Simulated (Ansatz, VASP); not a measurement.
## Two plane-wave programs on CdTe

```
Cd Te
1.0
     0.00000    3.20463    3.20463
     3.20463    0.00000    3.20463
     3.20463    3.20463    0.00000
Cd Te
1 1
Direct
  0.00000 0.00000 0.00000
  0.25000 0.25000 0.25000
```

Alike in both runs: task single point; functional LDA; k mesh 8 × 8 × 8; occupations gaussian, width 0.02 eV; no spin polarisation.

|  | VASP | Ansatz |
| --- | --- | --- |
| version | VASP 6.6.1 | Ansatz 0.2.0 |
| potentials or method | VASP PAW LDA potentials, release 64 (Cd, Te), cutoff 500 eV | scalar-relativistic, plane waves, PAW |
| valence electrons in the cell | 18 | 36 |

```csv
,VASP,Ansatz,Ansatz less VASP
gap on the k mesh at the Fermi level (eV),0.65,0.61,-0.042
least direct gap on the mesh (eV),0.65,0.61,-0.042
pressure (GPa),0.3,0.0,-0.26
```

Ansatz warns that its potentials were made for another functional, while VASP's fit it. LDA's correlation is that of Perdew and Zunger in VASP and of Perdew and Wang (1992) in Ansatz. VASP's potentials hold 18 valence electrons a cell and Ansatz's 36, so a difference there can come from the potentials and not from the codes.

Spin-orbit coupling is off throughout.
